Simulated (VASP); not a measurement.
A run of VASP 6.6.1:

The input INCAR:

```
SYSTEM = ZnS
  PREC = Accurate
  ENCUT = 520
  EDIFF = 1E-7
  ISMEAR = 0
  SIGMA = 0.05
  LREAL = .FALSE.
  LASPH = .TRUE.
  NELM = 100
  ALGO = Normal
  ISIF = 2
  LWAVE = .FALSE.
  LCHARG = .TRUE.
  GGA = PE
  LELF = .TRUE.
  LVHAR = .TRUE.
  NBANDS = 46
```

The input KPOINTS:

```
Automatic mesh
0
G
  7 7 3
  0 0 0
```

Contents of POSCAR:

```
ZnS
1.0
   -2.7215639849     -2.7215639849      0.0000000000
    2.7215639849     -2.7215639849      0.0000000000
   -1.3607819924      0.0000000000     10.8862559397
Zn S
4 4
Direct
   -0.2343750000      1.2343750000      0.9375000000
    0.4531250000      0.5468750000      0.1875000000
   -0.1093750000      0.1093750000      0.4375000000
    0.3281250000      0.6718750000      0.6875000000
    0.4218750000      0.0781250000      0.3125000000
   -0.1406250000      0.6406250000      0.5625000000
    0.2968750000      0.2031250000      0.8125000000
   -0.0156250000      0.5156250000      0.0625000000
```

Potentials or basis: VASP PAW PBE potentials, release 64 (Zn, S).

Command:

```console
$ cat potpaw_PBE.64/Zn/POTCAR potpaw_PBE.64/S/POTCAR > POTCAR
$ mpirun -np 1 vasp_std > vasp.out
```

Hardware: 1 thread of Intel Xeon 8259CL, on a shared host.

Q: How long does it take, and how much memory?

A: Wall time 19 min on 1 thread of Intel Xeon 8259CL (shared host), peak memory 0.53 GiB. Counts: scf iterations 18, k points 74.
